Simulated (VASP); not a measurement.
## Sn: single point with PBEsol

Crystal: Sn.

```
Sn
1.0
     2.97515    0.00000    0.00000
    -1.48757    2.57655    0.00000
     0.00000    0.00000    2.76711
Sn
1
Direct
  0.00000 0.00000 0.00000
```

| Item | Value |
| --- | --- |
| Program | VASP 6.6.1 |
| Task | single point |
| Functional | PBEsol |
| Potentials or basis | VASP PAW PBE potentials, release 64 (Sn_d) |
| Cutoff | 520 eV |
| k mesh | 14 × 14 × 13 |
| Occupations | fermi-dirac, width 0.05 eV |
| Spin | no spin polarisation |

```
Pressure               : 22.9 GPa
Band gap on the k mesh : zero (band 7 reaches 17.96 eV, above the bottom of band 8 at 8.25 eV)
```

Levels at points of the mesh, in eV from the Fermi level:
```
           k point  band 5  band 6  band 7  band 8  band 9  band 10
(0.00, 0.00, 0.00)  -21.51  -13.44    6.37    8.49    8.49    10.16
(0.50, 0.00, 0.00)  -21.50   -7.77   -6.40    3.57    7.69    11.32
```

Run time: 19 s on 1 thread of AMD EPYC 9R45 (Zen 5) (shared host), peak memory 0.14 GiB.

Caveat: the PAW data sets were made with another functional, which shifts forces and pressure a little; spin-orbit coupling is left out, which moves the levels of the heavy elements.
